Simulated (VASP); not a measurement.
Input of a VASP 6.6.1 run:

Contents of INCAR:

```
PREC     = Accurate       # precision mode
ENCUT    = 520            # plane-wave cutoff, eV
EDIFF    = 1E-7           # SCF threshold, eV
ISMEAR   = 0              # smearing method
SIGMA    = 0.03           # smearing width, eV
LREAL    = False          # projectors in reciprocal space
LASPH    = True           # aspherical terms in the spheres
NELM     = 80             # most SCF steps
ALGO     = Normal         # electronic algorithm
ISIF     = 2              # what is computed and relaxed
LWAVE    = False          # write WAVECAR
LCHARG   = False          # write CHGCAR
GGA      = CA             # functional
NBANDS   = 16             # bands
```

The input KPOINTS:

```
regular mesh
0
Gamma
  12 12 6
```

File POSCAR:

```
Si
1.0
    3.6181519190      0.0000000000      0.0000000000
   -1.8090759595      3.1334114766      0.0000000000
    0.0000000000      0.0000000000      6.9428717174
Si
4
Direct
    0.3333333333      0.6666666667      0.0678065120
    0.6666666667      0.3333333333      0.5678065120
    0.3333333333      0.6666666667      0.4321934880
    0.6666666667      0.3333333333      0.9321934880
```

Potentials or basis: VASP PAW LDA potentials, release 64 (Si).

The run is started by

```bash
$ cat potpaw_LDA.64/Si/POTCAR > POTCAR
$ mpirun -np 1 vasp_std > vasp.out
```

Predict the largest force.

0.382 eV/Å.

What does it give for the band gap on the k mesh?

Zero (bands 8 and 9 overlap by 0.28 eV).

What does it give for the pressure?

0.9 GPa.

Forces on the atoms (eV/Å):
```
Si   0.000  0.000  0.382
Si   0.000  0.000  0.382
Si   0.000  0.000 -0.382
Si   0.000  0.000 -0.382
```

Caveat: semilocal functionals underestimate gaps, so a narrow gap can read as zero.
